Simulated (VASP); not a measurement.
A run of VASP 6.6.1 is set up as follows.

Contents of INCAR:

```
SYSTEM = MnS
ALGO = Normal
EDIFF = 1E-6
ENCUT = 520
GGA = PE
ISIF = 2
ISMEAR = -1
ISPIN = 2
LASPH = .True.
LCHARG = .False.
LMAXMIX = 4
LORBIT = 11
LREAL = .False.
LWAVE = .False.
MAGMOM = 4.5 -4.5 0 0
NBANDS = 31
NELM = 150
PREC = Accurate
SIGMA = 0.05
```

Contents of KPOINTS:

```
k-points
0
Gamma
  8 8 5
  0 0 0
```

Contents of POSCAR:

```
MnS
1.0
    3.9760000000      0.0000000000      0.0000000000
   -1.9880000000      3.4433170100      0.0000000000
    0.0000000000      0.0000000000      6.4320000000
Mn S
2 2
Direct
    0.3333333300      0.6666666700      0.0000000000
    0.6666666700      0.3333333300      0.5000000000
    0.3333333300      0.6666666700      0.3850000000
    0.6666666700      0.3333333300      0.8850000000
```

Potentials or basis: VASP PAW PBE potentials, release 64 (Mn_pv, S).

The run is started by

```sh
$ cat potpaw_PBE.64/Mn_pv/POTCAR potpaw_PBE.64/S/POTCAR > POTCAR
$ mpirun -np 1 vasp_std > vasp.out
```

Task: Predict the pressure.

Result: -1.3 GPa.

Task: Predict the site moments.

Result: Mn +4.21, -4.21; S -0.03, +0.03 μB.

Task: Predict the largest force.

Result: 0.534 eV/Å.

Task: What does it give for the net moment?

Result: 0.00 μB per cell.

Forces in eV/Å, atoms in the order of the input:
```
Mn   0.000  0.000  0.534
Mn   0.000  0.000  0.534
S    0.000  0.000 -0.534
S    0.000  0.000 -0.534
```

Caveat: the stress differs along the axes, from -5 to 0 GPa; the antiferromagnetic order is the one typed at the start, and another may lie lower.
